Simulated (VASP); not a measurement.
A run of VASP 6.6.1:

Contents of INCAR:

```
ALGO = Normal
EDIFF = 1E-6
ENCUT = 520
GGA = PS
ISIF = 2
ISMEAR = -1
ISPIN = 2
LASPH = T
LCHARG = T
LELF = T
LMAXMIX = 4
LORBIT = 11
LREAL = F
LVHAR = T
LWAVE = F
MAGMOM = 1
NBANDS = 15
NELM = 150
PREC = Accurate
SIGMA = 0.08
```

The input KPOINTS:

```
k-points
0
Gamma
  21 21 21
```

The input POSCAR:

```
Ni
1.0
   -1.3305573911      1.3305573911      1.3305573911
    1.3305573911     -1.3305573911      1.3305573911
    1.3305573911      1.3305573911     -1.3305573911
Ni
1
Direct
    0.0000000000      0.0000000000      0.0000000000
```

Potentials or basis: VASP PAW PBE potentials, release 64 (Ni).

Run with:

```sh
$ cat potpaw_PBE.64/Ni/POTCAR > POTCAR
$ mpirun -np 1 vasp_std > vasp.out
```

Hardware: 1 thread of Intel(R) Xeon(R) 6975P-C (Granite Rapids), on a shared host.

**Question.** Estimate the wall time of this run.

**Answer.** Wall time 77 s on 1 thread of Intel(R) Xeon(R) 6975P-C (Granite Rapids), with other jobs on the host, peak memory 0.17 GiB. Counts: scf iterations 25, k points 286.
